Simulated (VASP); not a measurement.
A run of VASP 6.6.1 is set up as follows.

INCAR

```
SYSTEM = Eu
PREC = Accurate
ENCUT = 520
EDIFF = 1E-7
ISMEAR = -1
SIGMA = 0.05
LREAL = .False.
LASPH = .True.
NELM = 150
ALGO = Normal
ISIF = 2
LWAVE = .False.
LCHARG = .False.
ISPIN = 2
MAGMOM = 7
LORBIT = 11
LMAXMIX = 6
GGA = CA
NBANDS = 18
```

KPOINTS

```
regular mesh
0
Gamma
  11 11 11
  0 0 0
```

Contents of POSCAR:

```
Eu
1.0
    2.9589484411      0.0000000000      0.0000000000
    0.0000000000      2.9589484411      0.0000000000
    0.0000000000      0.0000000000      2.9589484411
Eu
1
Direct
    0.0000000000      0.0000000000      0.0000000000
```

Potentials or basis: VASP PAW PBE potentials, release 64 (Eu).

Command:

```console
$ cat potpaw_PBE.64/Eu/POTCAR > POTCAR
$ mpirun -np 1 vasp_std > vasp.out
```

Q: Estimate the site moments.

A: Eu +6.74 μB.

Q: Predict the pressure.

A: 7.7 GPa.

Q: What does it give for the net moment?

A: 7.20 μB per cell.

Caveat: the cell stands under pressure; the PAW data sets were made with another functional, which shifts forces and pressure a little. The state reached can hang on the start; a lower one may exist.
